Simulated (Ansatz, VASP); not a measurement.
La2InO2 in VASP and in Ansatz

```xyz
5
Lattice="0.0000 4.0043 0.0000 4.0043 0.0000 0.0000 2.0022 2.0022 -6.8174" Properties=species:S:1:pos:R:3 pbc="T T T"
La    2.0022    2.0022   -2.1920
La    4.0043    4.0043   -4.6254
In    0.0000    0.0000    0.0000
O     4.0043    2.0022   -3.4087
O     2.0022    4.0043   -3.4087
```

Alike in both runs: functional r2SCAN; k mesh 7 × 7 × 7; no spin polarisation.

Ansatz relaxed the structure, and its values are those at the end. VASP's run is a single point on that final structure, the one shown.

|  | VASP | Ansatz |
| --- | --- | --- |
| version | VASP 6.6.1 | Ansatz 0.2.0 |
| potentials or method | VASP PAW PBE potentials, release 64 (La, In_d, O), cutoff 520 eV | PAW plane waves |
| occupations | fermi-dirac, width 0.1 eV | fermi-dirac |
| valence electrons in the cell | 47 | 47 |

VASP gave:

- pressure (GPa): 5.2
- rms of the force components (eV/Å): 0.015

Task: Which values does Ansatz return?

Result: Pressure (GPa): 5.5; rms of the force components (eV/Å): 0.001.

VASP's potentials were made for PBE, not for r2SCAN. Ansatz's warnings: stress scf threshold loose.

Spin-orbit coupling is off throughout.
